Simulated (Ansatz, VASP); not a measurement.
# BN: VASP beside Ansatz

```
B N
1.0
     0.00000    1.86739    1.75861
     1.86739    0.00000    1.75861
     1.86739    1.86739    0.00000
B N
1 1
Direct
  0.00000 0.00000 0.00000
  0.75000 0.75000 0.75000
```

Change from the starting cell: strain +0.030 along x and y, -0.030 along z, atoms carried along.

Alike in both runs: task single point; functional r2SCAN; k mesh 12 × 12 × 12; occupations gaussian, width 0.05 eV; no spin polarisation.

|  | VASP | Ansatz |
| --- | --- | --- |
| version | VASP 6.6.1 | Ansatz 0.2.0 |
| potentials or method | VASP PAW PBE potentials, release 64 (B, N), cutoff 520 eV | scalar-relativistic, plane waves, PAW |
| valence electrons in the cell | 8 | 8 |

|  | VASP | Ansatz | Ansatz less VASP |
| --- | --- | --- | --- |
| gap on the k mesh at the Fermi level (eV) | 3.93 | 3.95 | +0.019 |
| least direct gap on the mesh (eV) | 8.74 | 8.77 | +0.032 |
| pressure (GPa) | -14.4 | -15.3 | -0.95 |
| traceless stress, the component that is largest in VASP (GPa) | 22.75 | 22.82 | +0.070 |

VASP's potentials were made for PBE, not for r2SCAN. The functional is the same, so the differences come from potentials, cutoffs and numerics.
